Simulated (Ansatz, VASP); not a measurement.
# One calculation of Pd, two programs

Contents of INCAR:

```
SYSTEM = Pd
  PREC = Accurate
  ENCUT = 520
  EDIFF = 1E-6
  ISMEAR = -1
  SIGMA = 0.1
  LREAL = .False.
  LASPH = .True.
  NELM = 60
  ALGO = Normal
  ISIF = 2
  LWAVE = .False.
  LCHARG = .False.
  GGA = PS
  NBANDS = 28
```

The input KPOINTS:

```
Automatic mesh
0
Gamma
  15 15 4
  0 0 0
```

The input POSCAR:

```
Pd
1.0
    2.6605973661      0.0000000000      0.0000000000
   -1.3302986830      2.3041449083      0.0000000000
    0.0000000000      0.0000000000      8.7689452098
Pd
4
Direct
    0.0000000000      0.0000000000      0.0000000000
    0.0000000000      0.0000000000      0.5000000000
    0.3333333333      0.6666666667      0.2500000000
    0.6666666667      0.3333333333      0.7500000000
```

Input for Ansatz:

```yaml
crystal:
  lattice:
    - [2.6605973661, 0.0, 0.0]
    - [-1.330298683, 2.3041449083, 0.0]
    - [0.0, 0.0, 8.7689452098]
  atoms:
    - { symbol: Pd, position: [0.0, 0.0, 0.0] }
    - { symbol: Pd, position: [0.0, 0.0, 0.5] }
    - { symbol: Pd, position: [0.3333333333, 0.6666666667, 0.25] }
    - { symbol: Pd, position: [0.6666666667, 0.3333333333, 0.75] }
hamiltonian:
  xc: pbesol
  pseudopotentials:
    kind: paw
    azcp:
      Pd: "pseudopotentials/Pd.paw.azcp"
basis:
  ecutwfc: 420
  fft_grid_basis: typed
kpoints:
  mp_grid: { grid: [15, 15, 4], shift: [0, 0, 0] }
magnetization:
  spin_polarized: false
scf:
  occupations: { method: fermi_dirac, width: 0.1 }
  lower_state_search: "off"
output:
  stress: true
```

Alike in both runs: task single point; functional PBEsol; k mesh 15 × 15 × 4; occupations fermi-dirac, width 0.1 eV; no spin polarisation.

|  | VASP | Ansatz |
| --- | --- | --- |
| version | VASP 6.6.1 | Ansatz 0.2.0 |
| potentials or method | VASP PAW PBE potentials, release 64 (Pd), cutoff 520 eV | plane waves (420 eV) with PAW, scalar-relativistic |
| valence electrons in the cell | 40 | 72 |

```csv
,VASP,Ansatz,Ansatz less VASP
pressure (GPa),20.5,21.0,+0.46
"traceless stress, the component that is largest in VASP (GPa)",-0.19,-0.17,+0.022
```

VASP's potentials were made for PBE, not for PBEsol, and Ansatz warns of the same on its side. VASP's potentials hold 40 valence electrons a cell and Ansatz's 72, so a difference there can come from the potentials and not from the codes.
